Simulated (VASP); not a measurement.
A run of VASP 6.6.1 is set up as follows.

File INCAR:

```
PREC = Accurate
ENCUT = 520
EDIFF = 1E-6
ISMEAR = 0
SIGMA = 0.1
LREAL = F
LASPH = T
NELM = 60
ALGO = Normal
ISIF = 2
LWAVE = F
LCHARG = F
GGA = PE
NBANDS = 50
```

The input KPOINTS:

```
regular mesh
0
Gamma
  6 6 6
```

File POSCAR:

```
YLu2F3
1.0
    2.6872180900      1.5514660900      4.3252433500
   -2.6872180900      1.5514660900      4.3252433500
    0.0000000000     -3.1029321700      4.3252433500
Y Lu F
1 2 3
Direct
    0.5000000000      0.5000000000      0.5000000000
    0.1235570000      0.1235570000      0.1235570000
    0.8764430000      0.8764430000      0.8764430000
    0.0000000000      0.5000000000      0.5000000000
    0.5000000000      0.5000000000      0.0000000000
    0.5000000000      0.0000000000      0.5000000000
```

Potentials or basis: VASP PAW PBE potentials, release 64 (Y_sv, Lu, F).

Run with:

```bash
$ cat potpaw_PBE.64/Y_sv/POTCAR potpaw_PBE.64/Lu/POTCAR potpaw_PBE.64/F/POTCAR > POTCAR
$ mpirun -np 1 vasp_std > vasp.out
```

What does it give for the band gap on the k mesh?

Zero (band 41 reaches 3.54 eV, above the bottom of band 42 at 3.10 eV).

Predict the largest force.

0.950 eV/Å.

Estimate the pressure.

1.3 GPa.

Stress tensor (GPa, compression positive):
```
  7.36   0.00   0.00
  0.00   7.36   0.00
  0.00   0.00 -10.92
```

Caveat: spin-orbit coupling is left out, which moves the levels of the heavy elements.
